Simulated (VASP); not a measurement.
Here is a VASP 6.6.1 calculation.

INCAR

```
SYSTEM = Hg
PREC = Accurate
ENCUT = 600
EDIFF = 1E-6
ISMEAR = -1
SIGMA = 0.08
LREAL = .FALSE.
LASPH = .TRUE.
NELM = 80
ALGO = Normal
ISIF = 3
LWAVE = .FALSE.
LCHARG = .FALSE.
GGA = PS
IBRION = 2
NSW = 60
EDIFFG = -0.005
```

Contents of KPOINTS:

```
regular mesh
0
G
  17 17 17
  0 0 0
```

POSCAR

```
Hg
1.0
   -1.8143908132      1.8143908132      1.8143908132
    1.8143908132     -1.8143908132      1.8143908132
    1.8143908132      1.8143908132     -1.8143908132
Hg
1
Direct
    0.0000000000      0.0000000000      0.0000000000
```

Potentials or basis: VASP PAW PBE potentials, release 64 (Hg).

Command:

```sh
$ cat potpaw_PBE.64/Hg/POTCAR > POTCAR
$ mpirun -np 1 vasp_std > vasp.out
```

Question: Estimate the space group after relaxing (to 0.05 Å).

Answer: Im-3m (No. 229).

Question: Predict the relaxed cell.

Answer: a = 3.155 Å, b = 3.155 Å, c = 3.155 Å, α = 109.47°, β = 109.47°, γ = 109.47°.

The path:
```tsv
step	energy change (eV)	largest force (eV/Å)	pressure (GPa)	volume (Å³)
1	0.0000	0.0000	0.43	23.89
2	-0.0004	0.0000	0.09	24.11
3	-0.0004	0.0000	0.02	24.17
```

Caveat: the PAW data sets were made with another functional, which shifts forces and pressure a little.
